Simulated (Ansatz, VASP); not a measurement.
**Two plane-wave programs on IrS**

File POSCAR:

```
IrS
1.0
    0.0000000000      2.4605182162      2.4605182162
    2.4605182162      0.0000000000      2.4605182162
    2.4605182162      2.4605182162      0.0000000000
Ir S
1 1
Direct
    0.5000000000      0.5000000000      0.5000000000
    0.0000000000      0.0000000000      0.0000000000
```

INCAR.step1

```
SYSTEM = IrS
  PREC = Accurate
  ENCUT = 520
  ISMEAR = 1
  SIGMA = 0.15
  LREAL = .False.
  LASPH = .True.
  NELM = 100
  NBANDS = 14
  GGA = PE
  ALGO = Normal
  EDIFF = 1E-4
  LWAVE = .True.
  LCHARG = .False.
```

INCAR.step2

```
SYSTEM = IrS
  PREC = Accurate
  ENCUT = 520
  EDIFF = 1E-7
  ISMEAR = 1
  SIGMA = 0.15
  LREAL = .False.
  LASPH = .True.
  NELM = 100
  ALGO = Normal
  ISIF = 2
  LWAVE = .False.
  LCHARG = .True.
  METAGGA = R2SCAN
  LMIXTAU = .True.
  LELF = .True.
  LVHAR = .True.
  NBANDS = 14
  ISTART = 1
```

The input KPOINTS:

```
Automatic mesh
0
Gamma
  12 12 12
  0 0 0
```

Input for Ansatz:

```yaml
crystal:
  lattice:
    - [0.0, 2.4605182162, 2.4605182162]
    - [2.4605182162, 0.0, 2.4605182162]
    - [2.4605182162, 2.4605182162, 0.0]
  atoms:
    - { symbol: Ir, position: [0.5, 0.5, 0.5] }
    - { symbol: S, position: [0.0, 0.0, 0.0] }
basis:
  ecutwfc: 500
  ecutrho_ratio: 4
kpoints:
  mp_grid: { grid: [12, 12, 12] }
hamiltonian:
  xc: r2scan
scf:
  occupations: { method: cold, width: 0.15 }
  mixing: { algorithm: broyden, beta: 0.05, ndim: 2 }
output:
  forces: true
  stress: true
  write_density: true
  write_potential: true
  elf: true
  volumetric_format: npy
```

Alike in both runs: task single point; functional r2SCAN; k mesh 12 × 12 × 12; no spin polarisation.

```csv
,VASP,Ansatz
version,VASP 6.6.1,Ansatz 0.2.0
potentials or method,"VASP PAW PBE potentials, release 64 (Ir, S), cutoff 520 eV","scalar-relativistic, plane waves, PAW"
occupations,"methfessel-paxton of order 1, width 0.15 eV","cold, width 0.15 eV"
valence electrons in the cell,15,23
```

Ansatz gave:

* gap on the k mesh at the Fermi level (eV): none
* pressure (GPa): 0.0

Problem. What did VASP give for the same quantities?

Solution. gap on the k mesh at the Fermi level (eV): none; pressure (GPa): 1.2.

VASP's potentials were made for PBE, not for r2SCAN. A gap of «none» marks a metal or a gap that the smearing closes. VASP's potentials hold 15 valence electrons a cell and Ansatz's 23, so a difference there can come from the potentials and not from the codes.

Neither program's run includes spin-orbit coupling.
